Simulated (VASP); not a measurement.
A run of VASP 6.6.1:

INCAR

```
  PREC = Accurate
  ENCUT = 600
  EDIFF = 1E-6
  ISMEAR = 0
  SIGMA = 0.1
  LREAL = False
  LASPH = True
  NELM = 80
  ALGO = Fast
  ISIF = 3
  LWAVE = False
  LCHARG = False
  GGA = PE
  IBRION = 2
  NSW = 100
  EDIFFG = -0.01
```

KPOINTS

```
Automatic mesh
0
Gamma
  16 16 16
```

File POSCAR:

```
TaSi2
1.0
   -1.6422717182      1.6422717182      4.1065697599
    1.6422717182     -1.6422717182      4.1065697599
    1.6422717182      1.6422717182     -4.1065697599
Ta Si
1 2
Direct
    0.0000000000      0.0000000000      0.0000000000
    0.3321484918      0.3321484918      0.0000000000
    0.6678515082      0.6678515082      0.0000000000
```

Potentials or basis: VASP PAW PBE potentials, release 64 (Ta_pv, Si).

The run is started by

```sh
$ cat potpaw_PBE.64/Ta_pv/POTCAR potpaw_PBE.64/Si/POTCAR > POTCAR
$ mpirun -np 1 vasp_std > vasp.out
```

Hardware: 1 thread of Oxide Virtual Turin-like Processor (shared host).

**Question.** How long does it take, and how much memory?

**Answer.** Run time: 22 min on 1 thread of Oxide Virtual Turin-like Processor, on a shared host, peak memory 0.42 GiB. Counts: scf iterations 25, k points 349, ion steps 4.
